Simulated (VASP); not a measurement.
# Li (a cell with a defect) in VASP: a series of runs

The runs below take Li (a cell with a defect) through single point, with PBE.

All numbers are computed with VASP 6.6.1; they aren't measurements. Logs are shortened: lines on timing, memory, paths and dates and some standing lists are left out, and cuts for length are marked.

**1. The cell of the first run**

The cell holds a defect, 17 atoms: a = 6.980 Å, b = 6.980 Å, c = 6.980 Å, α = 90.00°, β = 90.00°, γ = 90.00°.

**2. Single point, PBE**

Input file INCAR:

```
ALGO = Normal ; EDIFF = 1E-6
ENCUT = 520 ; GGA = PE
ISIF = 2 ; ISMEAR = -1
LASPH = True ; LCHARG = True
LELF = True ; LREAL = Auto
LVHAR = True ; LWAVE = False
NBANDS = 40 ; NELM = 60
PREC = Accurate ; SIGMA = 0.05
```

Input file KPOINTS:

```
k-points
0
Gamma
  3 3 3
```

Input file POSCAR:

```
Li
1.0
    6.9800000000      0.0000000000      0.0000000000
    0.0000000000      6.9800000000      0.0000000000
    0.0000000000      0.0000000000      6.9800000000
Li
17
Direct
    0.0377578797      0.0040107450      0.0118004298
    0.4525277937     -0.0856915473     -0.0838782235
   -0.0034868195      0.4584455587      0.0249285100
    0.0066928367      0.0114369628      0.4721184814
    0.3002038682      0.2429120344      0.2443345272
    0.5137166189      0.4948997135     -0.0100872493
    0.5045011461     -0.0184505731      0.5019767908
    0.7209008596      0.3437171920      0.3588703438
    0.0458763610      0.4796835244      0.4843863897
    0.2702955587      0.7391078797      0.2412406877
    0.2705640401      0.2426921203      0.7485776504
    0.4753626074      0.5477740688      0.5512292264
    0.7657538682      0.7353967049      0.2502922636
    0.7657101719      0.2393498567      0.7441571633
    0.1814392550      0.7243574499      0.7488402579
    0.7809207736      0.7429487106      0.7470018625
    0.6796656160      0.1009392550      0.1132747851
```

Potentials or basis: VASP PAW PBE potentials, release 64 (Li_sv).

Command:

```sh
$ cat potpaw_PBE.64/Li_sv/POTCAR > POTCAR
$ mpirun -np 1 vasp_std > vasp.out
```

OUTCAR:

```text
EDIFF = 1E-6
   ENCUT = 520
   GGA = PE
   ISIF = 2
   ISMEAR = -1
   LASPH = True
   LREAL = Auto
   NELM = 60
   PREC = Accurate

 ion  position               nearest neighbor table
   1  0.038  0.004  0.012-
   2  0.453  0.914  0.916-  17 2.47  15 2.59
   3  0.997  0.458  0.025-
   4  0.007  0.011  0.472-
   5  0.300  0.243  0.244-
   6  0.514  0.495  0.990-
   7  0.505  0.982  0.502-
   8  0.721  0.344  0.359-  17 2.43  12 2.60
   9  0.046  0.480  0.484-
  10  0.270  0.739  0.241-
  11  0.271  0.243  0.749-
  12  0.475  0.548  0.551-   8 2.60
  13  0.766  0.735  0.250-
  14  0.766  0.239  0.744-
  15  0.181  0.724  0.749-   2 2.59
  16  0.781  0.743  0.747-
  17  0.680  0.101  0.113-   8 2.43   2 2.47

  LATTYP: Found a simple cubic cell.
 ALAT       =     6.9800000000

  Lattice vectors:

 A1 = (   6.9800000000,   0.0000000000,   0.0000000000)
 A2 = (   0.0000000000,   6.9800000000,   0.0000000000)
 A3 = (   0.0000000000,   0.0000000000,   6.9800000000)

Analysis of symmetry for initial positions (statically):
=====================================================================
 Subroutine PRICEL returns:
 Original cell was already a primitive cell.

 Routine SETGRP: Setting up the symmetry group for a
 simple cubic supercell.

 Subroutine GETGRP returns: Found  1 space group operations
 (whereof  1 operations were pure point group operations)
 out of a pool of 48 trial point group operations.

The static configuration has the point symmetry C_1 .

Analysis of symmetry for dynamics (positions and initial velocities):
=====================================================================
 Subroutine PRICEL returns:
 Original cell was already a primitive cell.

 Routine SETGRP: Setting up the symmetry group for a
 simple cubic supercell.

 Subroutine GETGRP returns: Found  1 space group operations
 (whereof  1 operations were pure point group operations)
 out of a pool of 48 trial point group operations.

The dynamic configuration has the point symmetry C_1 .

 Subroutine INISYM returns: Found  1 space group operations
 (whereof  1 operations are pure point group operations),
 and found     1 'primitive' translations

----------------------------------------------------------------------------------------

                                     Primitive cell

  volume of cell :     340.0684

  direct lattice vectors                    reciprocal lattice vectors
     6.980000000  0.000000000  0.000000000     0.143266476  0.000000000  0.000000000
     0.000000000  6.980000000  0.000000000     0.000000000  0.143266476  0.000000000
     0.000000000  0.000000000  6.980000000     0.000000000  0.000000000  0.143266476

  length of vectors
     6.980000000  6.980000000  6.980000000     0.143266476  0.143266476  0.143266476

  position of ions in fractional coordinates (direct lattice)
     0.037757880  0.004010745  0.011800430
     0.452527794  0.914308453  0.916121776
     0.996513181  0.458445559  0.024928510
     0.006692837  0.011436963  0.472118481
     0.300203868  0.242912034  0.244334527
     0.513716619  0.494899713  0.989912751
[... 9 lines left out ...]
     0.780920774  0.742948711  0.747001862
     0.679665616  0.100939255  0.113274785

  ion indices of the primitive-cell ions
   primitive index   ion index
                 1           1
                 2           2
                 3           3
                 4           4
                 5           5
                 6           6
[... 9 lines left out ...]
                16          16
                17          17

----------------------------------------------------------------------------------------

 KPOINTS: k-points

Automatic generation of k-mesh.
 Grid dimensions read from file:
 generate k-points for:    3    3    3

 Generating k-lattice:

  Cartesian coordinates                     Fractional coordinates (reciprocal lattice)
     0.047755492  0.000000000  0.000000000     0.333333333  0.000000000  0.000000000
     0.000000000  0.047755492  0.000000000     0.000000000  0.333333333  0.000000000
     0.000000000  0.000000000  0.047755492     0.000000000  0.000000000  0.333333333

  Length of vectors
     0.047755492  0.047755492  0.047755492

  Shift w.r.t. Gamma in fractional coordinates (k-lattice)
     0.000000000  0.000000000  0.000000000

 Subroutine IBZKPT returns following result:
 ===========================================

 Found     14 irreducible k-points:

 Following reciprocal coordinates:
            Coordinates               Weight
  0.000000  0.000000  0.000000      1.000000
  0.333333  0.000000  0.000000      2.000000
  0.000000  0.333333  0.000000      2.000000
  0.000000  0.000000  0.333333      2.000000
  0.333333  0.333333  0.000000      2.000000
  0.000000  0.333333  0.333333      2.000000
  0.333333  0.000000  0.333333      2.000000
 -0.333333  0.333333  0.000000      2.000000
 -0.333333  0.000000  0.333333      2.000000
[... 55 lines left out ...]
  energy-cutoff  :      520.00
  volume of cell :      340.07
 maximum number of plane-waves:      9180
 NGX is ok and might be reduce to    54
   NGX = 25   NGY = 25   NGZ = 25

 number of electron      51.0000000 magnetization

 Free energy of the ion-electron system (eV)
  ---------------------------------------------------
  ext. energy  EPLUGINS =         0.00000000
  ---------------------------------------------------
  free energy    TOTEN  =       -31.78368212 eV

  energy without entropy =      -31.72888909  energy(sigma->0) =      -31.75628560

 E-fermi :   0.6019     XC(G=0):  -7.0714

 val. band max:        0.5679351258   @ k =   0.0000   0.3333   0.3333
 cond. band min:       0.6023780199   @ k =   0.0000  -0.3333   0.3333
 fundamental gap:      0.0344428941
 Fermi energy:         0.6018518217

 k-point     1 :       0.0000    0.0000    0.0000
  band No.  band energies     occupation
      1     -46.0046      2.00000
      2     -45.9593      2.00000
      3     -45.9478      2.00000
      4     -45.9187      2.00000
      5     -45.9123      2.00000
      6     -45.9093      2.00000
[... 29 lines left out ...]
     36       3.6595      0.00000
     37       3.7006      0.00000

 k-point     2 :       0.3333    0.0000    0.0000
  band No.  band energies     occupation
      1     -46.0045      2.00000
      2     -45.9593      2.00000
      3     -45.9478      2.00000
      4     -45.9185      2.00000
      5     -45.9123      2.00000
      6     -45.9090      2.00000
[... 29 lines left out ...]
     36       3.7795      0.00000
     37       3.8950      0.00000

 k-point     3 :       0.0000    0.3333    0.0000
  band No.  band energies     occupation
      1     -46.0044      2.00000
      2     -45.9596      2.00000
      3     -45.9479      2.00000
      4     -45.9183      2.00000
      5     -45.9122      2.00000
      6     -45.9097      2.00000
[... 29 lines left out ...]
     36       3.7184      0.00000
     37       3.7727      0.00000

 k-point     4 :       0.0000    0.0000    0.3333
  band No.  band energies     occupation
      1     -46.0044      2.00000
      2     -45.9596      2.00000
      3     -45.9478      2.00000
      4     -45.9185      2.00000
      5     -45.9121      2.00000
      6     -45.9092      2.00000
[... 29 lines left out ...]
     36       3.7126      0.00000
     37       3.7864      0.00000
[... 282 lines left out ...]
  band No.  band energies     occupation
      1     -46.0043      2.00000
      2     -45.9597      2.00000
      3     -45.9478      2.00000
      4     -45.9181      2.00000
      5     -45.9123      2.00000
      6     -45.9088      2.00000
[... 29 lines left out ...]
     36       3.7346      0.00000
     37       3.9050      0.00000

 k-point    13 :      -0.3333   -0.3333    0.3333
  band No.  band energies     occupation
      1     -46.0043      2.00000
      2     -45.9597      2.00000
      3     -45.9478      2.00000
      4     -45.9181      2.00000
      5     -45.9120      2.00000
      6     -45.9091      2.00000
[... 29 lines left out ...]
     36       3.4800      0.00000
     37       4.0734      0.00000

 k-point    14 :       0.3333   -0.3333    0.3333
  band No.  band energies     occupation
      1     -46.0043      2.00000
      2     -45.9597      2.00000
      3     -45.9479      2.00000
      4     -45.9181      2.00000
      5     -45.9121      2.00000
      6     -45.9093      2.00000
[... 29 lines left out ...]
     36       3.4296      0.00000
     37       4.1353      0.00000
 [bands above 37 left out]

------------------------ aborting loop because EDIFF is reached ----------------------------------------

  FORCE on cell =-STRESS in cart. coord.  units (eV):
  Direction    XX          YY          ZZ          XY          YZ          ZX
  --------------------------------------------------------------------------------------
  -------------------------------------------------------------------------------------
  Total        0.8742084      0.2336130      0.2988063      0.1136623      0.5835681      0.2215271
  in kB        4.1186919      1.1006299      1.4077777      0.5355016      2.7493871      1.0436892
  external PRESSURE =       2.2090331 kB  Pullay stress =       0.0000000 kB

 VOLUME and BASIS-vectors are now :
 -----------------------------------------------------------------------------
  energy-cutoff  :      520.00
  volume of cell :      340.07
      direct lattice vectors                 reciprocal lattice vectors
     6.980000000  0.000000000  0.000000000     0.143266476  0.000000000  0.000000000
     0.000000000  6.980000000  0.000000000     0.000000000  0.143266476  0.000000000
     0.000000000  0.000000000  6.980000000     0.000000000  0.000000000  0.143266476

 POSITION                                       TOTAL-FORCE (eV/Angst)
 -----------------------------------------------------------------------------------
      0.26355      0.02800      0.08237        -0.010489      0.002773     -0.009211
      3.15864      6.38187      6.39453        -0.004193      0.006840      0.003065
      6.95566      3.19995      0.17400        -0.000919      0.009688     -0.007397
      0.04672      0.07983      3.29539        -0.003688      0.003939      0.004576
      2.09542      1.69553      1.70545        -0.006280     -0.005143      0.009249
      3.58574      3.45440      6.90959         0.002991      0.008114     -0.002443
[... 9 lines left out ...]
      5.45083      5.18578      5.21407        -0.000075     -0.006250      0.002245
      4.74407      0.70456      0.79066         0.003241     -0.008601     -0.009543
 -----------------------------------------------------------------------------------
    total drift:                                0.007001      0.004196      0.002573

  FREE ENERGIE OF THE ION-ELECTRON SYSTEM (eV)
  ---------------------------------------------------
  free  energy   TOTEN  =       -31.7836821191 eV

  energy  without entropy=      -31.7288890872  energy(sigma->0) =      -31.75628560
```

Wall time 2.2 min (1 thread of Intel Xeon 6975P-C (Granite Rapids), shared host); peak memory 0.4 GiB.

Results:

```yaml
Free_energy: -31.7837 eV
Largest_force: 0.015 eV/Å
Band_gap_on_the_k_mesh: zero (an odd number of electrons rules out a gap without spin polarisation)
```

Forces on the atoms (eV/Å):
```
Li  -0.010  0.003 -0.009
Li  -0.004  0.007  0.003
Li  -0.001  0.010 -0.007
Li  -0.004  0.004  0.005
Li  -0.006 -0.005  0.009
Li   0.003  0.008 -0.002
Li  -0.007  0.004 -0.009
Li   0.006 -0.001 -0.006
Li  -0.005 -0.001 -0.004
Li   0.010 -0.009  0.007
Li   0.000 -0.014  0.005
Li  -0.001  0.006  0.006
Li   0.002  0.010  0.001
Li   0.006 -0.004  0.010
Li   0.008 -0.002 -0.001
Li   0.000 -0.006  0.002
Li   0.003 -0.009 -0.010
```

Caveat: the cutoff is under 1.25 times the usual one of these potentials, so pressure, stress and relaxed cells hold a basis-set (Pulay) error.

**3. Single point, PBE**

Input file INCAR:

```
SYSTEM = Li
PREC = Accurate
ENCUT = 520
EDIFF = 1E-6
ISMEAR = -1
SIGMA = 0.05
LREAL = Auto
LASPH = .TRUE.
NELM = 100
ALGO = Normal
ISIF = 2
LWAVE = .FALSE.
LCHARG = .FALSE.
GGA = PE
NBANDS = 40
```

Input file KPOINTS:

```
Automatic mesh
0
G
  3 3 3
  0 0 0
```

Input file POSCAR:

```
Li
1.0
    6.9800000000      0.0000000000      0.0000000000
    0.0000000000      6.9800000000      0.0000000000
    0.0000000000      0.0000000000      6.9800000000
Li
17
Direct
    0.0029363897      0.0009530086     -0.0472671920
    0.5306429799      0.0071614613     -0.0008859599
   -0.0179103152      0.4531507163     -0.0029316619
    0.0643889685     -0.0730691977      0.5267363897
    0.2572310888      0.2325570201      0.2374091691
    0.5191568768      0.4684025788     -0.0351626074
    0.5031424069     -0.0254505731      0.4878070201
    0.6256381089      0.3674399713      0.3208740688
    0.0132839542      0.4875892550      0.4931277937
    0.2543285100      0.7315926934      0.2199628940
    0.2651693410      0.2345742120      0.7234015759
    0.4353822350      0.5648315186      0.5453166189
    0.7647944126      0.7328343840      0.2289869628
    0.7552985673      0.2320044413      0.7015020057
    0.2483025788      0.7351414040      0.8174449857
    0.7598799427      0.7325216332      0.7340630372
    0.8661720630      0.1199981375      0.2791468481
```

Potentials or basis: VASP PAW PBE potentials, release 64 (Li_sv).

Command:

```sh
$ cat potpaw_PBE.64/Li_sv/POTCAR > POTCAR
$ mpirun -np 1 vasp_std > vasp.out
```

It took 2.4 min on 1 thread of Intel Xeon 6975P-C (Granite Rapids), shared host; peak memory 0.41 GiB.

The run converged. Its results:

```yaml
Free_energy: -31.7831 eV
Largest_force: 0.016 eV/Å
Band_gap_on_the_k_mesh: zero (an odd number of electrons rules out a gap without spin polarisation)
```

Forces on the atoms (eV/Å):
```
Li  -0.001 -0.009  0.003
Li   0.000 -0.002  0.000
Li   0.004  0.000  0.001
Li   0.001 -0.002  0.000
Li  -0.014 -0.002 -0.001
Li   0.008  0.000  0.002
Li   0.002 -0.001  0.004
Li  -0.010  0.008 -0.009
Li   0.009  0.002  0.003
Li   0.006 -0.002 -0.004
Li  -0.006  0.001  0.001
Li   0.001 -0.008 -0.005
Li  -0.006  0.004  0.002
Li   0.004 -0.004  0.007
Li  -0.003  0.007  0.000
Li  -0.003  0.000 -0.004
Li   0.007  0.011 -0.002
```

Levels at points of the mesh, in eV from the Fermi level:
```csv
k point,band 22,band 23,band 24,band 25,band 26,band 27,band 28,band 29
"(0.00, 0.00, 0.00)",-1.17,-1.16,-1.14,0.05,0.17,0.28,0.35,0.41
```

Caveat: the cutoff is under 1.25 times the usual one of these potentials, so pressure, stress and relaxed cells hold a basis-set (Pulay) error.

**4. Single point, PBE**

Input file INCAR:

```
PREC = Accurate ; ENCUT = 520
EDIFF = 1E-7 ; ISMEAR = -1
SIGMA = 0.05 ; LREAL = Auto
LASPH = True ; NELM = 80
ALGO = Normal ; ISIF = 2
LWAVE = False ; LCHARG = False
GGA = PE ; NBANDS = 40
```

Input file KPOINTS:

```
Automatic mesh
0
Gamma
  3 3 3
```

Input file POSCAR:

```
Li
1.0
    6.9800000000      0.0000000000      0.0000000000
    0.0000000000      6.9800000000      0.0000000000
    0.0000000000      0.0000000000      6.9800000000
Li
17
Direct
    0.0401418338      0.0055941261      0.0067919771
    0.4583214900     -0.0830421203     -0.0785606017
    0.0004891117      0.4556412607      0.0229160458
    0.0029767908      0.0108561605      0.4726285100
    0.2991273639      0.2386836676      0.2481766476
    0.5099255014      0.4942157593     -0.0098505731
    0.5091348138     -0.0214633238      0.5014611748
    0.7142325215      0.3513042980      0.3618203438
    0.0442613181      0.4777267908      0.4861594556
    0.2686954155      0.7383608883      0.2418802292
    0.2743757880      0.2391959885      0.7438987106
    0.4718770774      0.5519942693      0.5537365330
    0.7701295129      0.7350224928      0.2453011461
    0.7631567335      0.2381189112      0.7462691977
    0.1834239255      0.7285790831      0.7489310888
    0.7816935530      0.7380372493      0.7494379656
    0.6877878223      0.1045186246      0.1195614613
```

Command:

```sh
$ cat potpaw_PBE.64/Li_sv/POTCAR > POTCAR
$ mpirun -np 1 vasp_std > vasp.out
```

It took 3.1 min on 1 thread of Intel Xeon 6975P-C (Granite Rapids), shared host; peak memory 0.4 GiB.

Results (log left out):

- Free energy: -31.7833 eV
- Largest force: 0.015 eV/Å
- Band gap on the k mesh: zero (an odd number of electrons rules out a gap without spin polarisation)

Forces on the atoms (eV/Å):
```
Li  -0.008 -0.013  0.001
Li  -0.002  0.003  0.007
Li  -0.003  0.009 -0.002
Li  -0.007  0.006  0.002
Li   0.010  0.002 -0.001
Li  -0.001 -0.008  0.007
Li  -0.002 -0.002  0.000
Li   0.000 -0.001  0.010
Li   0.000  0.001 -0.002
Li   0.002 -0.001  0.007
Li   0.000  0.003  0.005
Li   0.002 -0.002 -0.003
Li   0.000  0.002 -0.005
Li   0.007  0.003 -0.011
Li   0.005  0.002 -0.001
Li  -0.001  0.002 -0.002
Li  -0.002 -0.003 -0.012
```

Levels at points of the mesh, in eV from the Fermi level:
| k point | band 23 | band 24 | band 25 | band 26 | band 27 | band 28 |
| --- | --- | --- | --- | --- | --- | --- |
| (0.00, 0.00, 0.00) | -1.16 | -1.14 | 0.06 | 0.18 | 0.26 | 0.34 |

Caveat: the cutoff is under 1.25 times the usual one of these potentials, so pressure, stress and relaxed cells hold a basis-set (Pulay) error.

**5. The runs side by side**

| cell | gap on the mesh (eV) | largest force (eV/Å) |
| --- | --- | --- |
| as given, atomic positions A | none | 0.01 |
| as given, atomic positions B | none | 0.02 |
| as given, atomic positions C | none | 0.02 |

Alike in all rows: task single point; level PBE; potentials or basis VASP PAW PBE potentials, release 64 (Li_sv); no spin polarisation; k mesh 3 × 3 × 3; cutoff (eV) 520; smearing fermi-dirac 0.05 eV.

Caveats: the cutoff is under 1.25 times the usual one of these potentials, so pressure, stress and relaxed cells hold a basis-set (Pulay) error.

Total energies depend on the potentials used, so only differences within one code and one set of settings carry meaning.

The gap in the log of VASP goes by the Fermi energy; the results here count the filled bands.